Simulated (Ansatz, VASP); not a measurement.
# W: VASP beside Ansatz

```
CELL_PARAMETERS angstrom
5.08300 0.00000 0.00000
0.00000 5.08300 0.00000
0.00000 0.00000 5.08300
ATOMIC_POSITIONS crystal
W 0.00000 0.00000 0.00000
W 0.50000 0.50000 0.50000
W 0.00000 0.50000 0.25000
W 0.00000 0.50000 0.75000
W 0.25000 0.00000 0.50000
W 0.75000 0.00000 0.50000
W 0.50000 0.75000 0.00000
W 0.50000 0.25000 0.00000
```

Alike in both runs: task relaxation of cell and atoms; functional revPBE; k mesh 5 × 5 × 5; occupations fermi-dirac, width 0.1 eV; no spin polarisation.

|  | VASP | Ansatz |
| --- | --- | --- |
| version | VASP 6.6.1 | Ansatz 0.2.0 |
| potentials or method | VASP PAW PBE potentials, release 64 (W_sv), cutoff 600 eV | plane waves (420 eV) with PAW, scalar-relativistic |
| valence electrons in the cell | 112 | 112 |

|  | VASP | Ansatz | Ansatz less VASP |
| --- | --- | --- | --- |
| relaxed volume (Å³/atom) | 16.55 | 16.51 | -0.034 |
| relaxed cell length with the largest relative difference (Å) | 5.097 | 5.093 | -0.0035 |

VASP's potentials were made for PBE, not for revPBE.

Spin-orbit coupling is off throughout.
